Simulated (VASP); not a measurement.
# InP (F-43m) in VASP: further runs, part 2 of 2

VASP 6.6.1. Earlier steps stand in the parts before.

### Step 3. Single point, PBE (strain -3.0%)

Input file INCAR:

```
SYSTEM = InP
PREC = Accurate ; ENCUT = 500
EDIFF = 1E-6 ; ISMEAR = 0
SIGMA = 0.01 ; LREAL = .False.
LASPH = .True. ; NELM = 120
ALGO = Normal ; ISIF = 2
LWAVE = .False. ; LCHARG = .False.
GGA = PE ; NBANDS = 16
GGA_COMPAT = .False.
```

Input file KPOINTS:

```
Automatic mesh
0
Gamma
  4 4 4
  0 0 0
```

Input file POSCAR:

```
InP
1.0
    0.0000000000      2.8651740058      2.8651740058
    2.8651740058      0.0000000000      2.8651740058
    2.8651740058      2.8651740058      0.0000000000
In P
1 1
Direct
    0.0000000000      0.0000000000      0.0000000000
    0.2500000000      0.2500000000      0.2500000000
```

Potentials or basis: VASP PAW PBE potentials, release 64 (In_d, P).

Started as:

```console
cat potpaw_PBE.64/In_d/POTCAR potpaw_PBE.64/P/POTCAR > POTCAR
mpirun -np 1 vasp_std > vasp.out
```

OUTCAR:

```text
SYSTEM = InP
   PREC = Accurate
   ENCUT = 500
   EDIFF = 1E-6
   ISMEAR = 0
   LREAL = .False.
   LASPH = .True.
   NELM = 120
   ISIF = 2
   GGA = PE

 ion  position               nearest neighbor table
   1  0.000  0.000  0.000-   2 2.48   2 2.48   2 2.48   2 2.48
   2  0.250  0.250  0.250-   1 2.48   1 2.48   1 2.48   1 2.48

  LATTYP: Found a face centered cubic cell.
 ALAT       =     5.7303480116

  Lattice vectors:

 A1 = (   0.0000000000,   2.8651740058,   2.8651740058)
 A2 = (   2.8651740058,   0.0000000000,   2.8651740058)
 A3 = (   2.8651740058,   2.8651740058,   0.0000000000)

Analysis of symmetry for initial positions (statically):
=====================================================================
 Subroutine PRICEL returns:
 Original cell was already a primitive cell.

 Routine SETGRP: Setting up the symmetry group for a
 face centered cubic supercell.

 Subroutine GETGRP returns: Found 24 space group operations
 (whereof 24 operations were pure point group operations)
 out of a pool of 48 trial point group operations.

The static configuration has the point symmetry T_d .

Analysis of symmetry for dynamics (positions and initial velocities):
=====================================================================
 Subroutine PRICEL returns:
 Original cell was already a primitive cell.

 Routine SETGRP: Setting up the symmetry group for a
 face centered cubic supercell.

 Subroutine GETGRP returns: Found 24 space group operations
 (whereof 24 operations were pure point group operations)
 out of a pool of 48 trial point group operations.

The dynamic configuration has the point symmetry T_d .

 Subroutine INISYM returns: Found 24 space group operations
 (whereof 24 operations are pure point group operations),
 and found     1 'primitive' translations

[... 92 lines left out ...]
   ISMEAR =     0;   SIGMA  =   0.01  broadening in eV -4-tet -1-fermi 0-gaus
   EFERMI_NEDOS =   21; number of points for ismear=-14 and -15
   IALGO  =     38    algorithm
   IMIX   =      4    mixing-type and parameters
     AMIX     =   0.40;   BMIX     =  1.00
     AMIX_MAG =   1.60;   BMIX_MAG =  1.00
  volume/ion in A,a.u.               =      23.52       158.73
  Fermi-wavevector in a.u.,A,eV,Ry     =   1.188515  2.245968 19.219153  1.412568
  Thomas-Fermi vector in A             =   2.324643
   LORBIT       =      0    0 simple, 1 ext, 2 COOP (PROOUT), +10 PAW based schemes
   GGA     = PE    functional components
   LHFCALC =     F    Hartree Fock is set to
   AEXX    =    0.0000 exact exchange contribution
   IVDW    =     0    specifies the selected vdW correction
   LEPSILON=     F    determine dielectric tensor
   LRPA    =     F    only Hartree local field effects (RPA)
 non-spin polarized calculation
 Gauss-broadening in eV      SIGMA  =   0.01
  energy-cutoff  :      500.00
  volume of cell :       47.04
 maximum number of plane-waves:      1243
 NGX is ok and might be reduce to    30
   NGX = 15   NGY = 15   NGZ = 15

 number of electron      17.9999996 magnetization

 Free energy of the ion-electron system (eV)
  ---------------------------------------------------
  ext. energy  EPLUGINS =         0.00000000
  ---------------------------------------------------
  free energy    TOTEN  =        -8.14236713 eV

  energy without entropy =       -8.14236713  energy(sigma->0) =       -8.14236713

 E-fermi :   6.1138     XC(G=0):  -9.5667

 val. band max:        6.0056282040   @ k =   0.0000   0.0000   0.0000
 cond. band min:       7.0721410811   @ k =   0.0000   0.0000   0.0000
 fundamental gap:      1.0665128771
 Fermi energy:         6.1138091040

 k-point     1 :       0.0000    0.0000    0.0000
  band No.  band energies     occupation
      1      -8.3821      2.00000
      2      -8.3821      2.00000
      3      -8.3821      2.00000
      4      -8.1953      2.00000
      5      -8.1953      2.00000
      6      -6.0053      2.00000
[... 129 lines left out ...]
      3      -8.2634      2.00000
      4      -8.2213      2.00000
      5      -8.1767      2.00000
      6      -3.1969      2.00000
[... 8 lines left out ...]
     15      17.5497      0.00000
     16      18.3486      0.00000

------------------------ aborting loop because EDIFF is reached ----------------------------------------

  FORCE on cell =-STRESS in cart. coord.  units (eV):
  Direction    XX          YY          ZZ          XY          YZ          ZX
  --------------------------------------------------------------------------------------
  -------------------------------------------------------------------------------------
  Total        2.7590427      2.7590427      2.7590427      0.0000000      0.0000000      0.0000000
  in kB       93.9693022     93.9693022     93.9693022      0.0000000      0.0000000      0.0000000
  external PRESSURE =      93.9693022 kB  Pullay stress =       0.0000000 kB

 VOLUME and BASIS-vectors are now :
 -----------------------------------------------------------------------------
  energy-cutoff  :      500.00
  volume of cell :       47.04
      direct lattice vectors                 reciprocal lattice vectors
     0.000000000  2.865174006  2.865174006    -0.174509471  0.174509471  0.174509471
     2.865174006  0.000000000  2.865174006     0.174509471 -0.174509471  0.174509471
     2.865174006  2.865174006  0.000000000     0.174509471  0.174509471 -0.174509471

 POSITION                                       TOTAL-FORCE (eV/Angst)
 -----------------------------------------------------------------------------------
      0.00000      0.00000      0.00000        -0.000000      0.000000      0.000000
      1.43259      1.43259      1.43259         0.000000     -0.000000     -0.000000
 -----------------------------------------------------------------------------------
    total drift:                               -0.000000     -0.000000     -0.000000

  FREE ENERGIE OF THE ION-ELECTRON SYSTEM (eV)
  ---------------------------------------------------
  free  energy   TOTEN  =        -8.1423671285 eV

  energy  without entropy=       -8.1423671285  energy(sigma->0) =       -8.14236713
```

OSZICAR:

```text
N       E                     dE             d eps       ncg     rms          rms(c)
DAV:   1     0.111665895089E+03    0.11167E+03   -0.85682E+03   264   0.125E+03
DAV:   2    -0.153053626358E+01   -0.11320E+03   -0.10927E+03   272   0.296E+02
DAV:   3    -0.845916820068E+01   -0.69286E+01   -0.69029E+01   336   0.734E+01
DAV:   4    -0.862321627622E+01   -0.16405E+00   -0.16401E+00   320   0.122E+01
DAV:   5    -0.863140025389E+01   -0.81840E-02   -0.81839E-02   376   0.223E+00    0.638E+00
DAV:   6    -0.818241934072E+01    0.44898E+00   -0.64969E-01   416   0.142E+01    0.383E+00
DAV:   7    -0.814060282808E+01    0.41817E-01   -0.19649E-01   384   0.386E+00    0.135E+00
DAV:   8    -0.814135159691E+01   -0.74877E-03   -0.21096E-02   296   0.175E+00    0.442E-01
DAV:   9    -0.814211205809E+01   -0.76046E-03   -0.15559E-03   296   0.384E-01    0.189E-01
DAV:  10    -0.814228176568E+01   -0.16971E-03   -0.32635E-04   360   0.298E-01    0.117E-01
DAV:  11    -0.814236804616E+01   -0.86280E-04   -0.15131E-04   296   0.126E-01    0.463E-02
DAV:  12    -0.814236674119E+01    0.13050E-05   -0.10680E-05   312   0.289E-02    0.139E-02
DAV:  13    -0.814236712848E+01   -0.38729E-06   -0.17617E-06   288   0.679E-03
   1 F= -.81423671E+01 E0= -.81423671E+01  d E =-.394662E-54
```

It used 11 s of CPU time on 1 thread of AMD EPYC 7R13 Processor (Zen 3), on a shared host.

Results:

```
Free energy            : -8.1424 eV
Pressure               : 9.4 GPa
Band gap on the k mesh : 1.07 eV, direct
```

Caveat: the k points lie up to 0.47 Å⁻¹ apart; the cell differs from its parent crystal (strain -3.0%); spin-orbit coupling is left out, which moves the levels of the heavy elements.

### Step 4. Single point, PBE (strain -2.0%)

Input file INCAR:

```
SYSTEM = InP
PREC     = Accurate       ! precision mode
ENCUT    = 500            ! plane-wave cutoff, eV
EDIFF    = 1E-6           ! SCF threshold, eV
ISMEAR   = 0              ! smearing method
SIGMA    = 0.01           ! smearing width, eV
LREAL    = .False.        ! projectors in reciprocal space
LASPH    = .True.         ! aspherical terms in the spheres
NELM     = 120            ! most SCF steps
ALGO     = Normal         ! electronic algorithm
ISIF     = 2              ! what is computed and relaxed
LWAVE    = .False.        ! write WAVECAR
LCHARG   = .False.        ! write CHGCAR
GGA      = PE             ! functional
NBANDS   = 16             ! bands
GGA_COMPAT= .False.
```

KPOINTS is that of step 3.

Input file POSCAR:

```
InP
1.0
    0.0000000000      2.8947118821      2.8947118821
    2.8947118821      0.0000000000      2.8947118821
    2.8947118821      2.8947118821      0.0000000000
In P
1 1
Direct
    0.0000000000      0.0000000000      0.0000000000
    0.2500000000      0.2500000000      0.2500000000
```

Started as:

```console
cat potpaw_PBE.64/In_d/POTCAR potpaw_PBE.64/P/POTCAR > POTCAR
mpirun -np 1 vasp_std > vasp.out
```

It used 10 s of CPU time on 1 thread of AMD EPYC 7R13 Processor (Zen 3), with other jobs on the host.

Results (log left out):

```yaml
Free_energy: -8.2154 eV
Pressure: 6.5 GPa
Band_gap_on_the_k_mesh: 0.90 eV, direct
```

Levels at points of the mesh, in eV from the valence-band top:
| k point | band 7 | band 8 | band 9 | band 10 | band 11 | band 12 |
| --- | --- | --- | --- | --- | --- | --- |
| (0.00, 0.00, 0.00) | 0.00 | 0.00 | 0.00 | 0.90 | 4.06 | 4.06 |
| (0.50, 0.00, 0.00) | -5.95 | -1.03 | -1.03 | 1.57 | 4.78 | 4.78 |
| (0.50, 0.50, 0.00) | -5.94 | -2.46 | -2.46 | 1.67 | 2.24 | 9.45 |

Caveat: the k points lie up to 0.47 Å⁻¹ apart; the cell differs from its parent crystal (strain -2.0%); spin-orbit coupling is left out, which moves the levels of the heavy elements.

### Step 5. Overview

| cell | gap on the mesh (eV) | pressure (GPa) |
| --- | --- | --- |
| a = 4.010 Å, angles 60.0°, 2 atoms | 1.23 | 12.7 |
| a = 4.052 Å, angles 60.0°, 2 atoms | 1.07 | 9.4 |
| a = 4.094 Å, angles 60.0°, 2 atoms | 0.90 | 6.5 |

Alike in all rows: task single point; level PBE; potentials or basis VASP PAW PBE potentials, release 64 (In_d, P); no spin polarisation; k mesh 4 × 4 × 4; cutoff (eV) 500; smearing gaussian 0.01 eV.

Caveats: all runs use coarse meshes; spin-orbit coupling is left out, which moves the levels of the heavy elements.

Absolute energies hang on the potentials; compare differences alone.
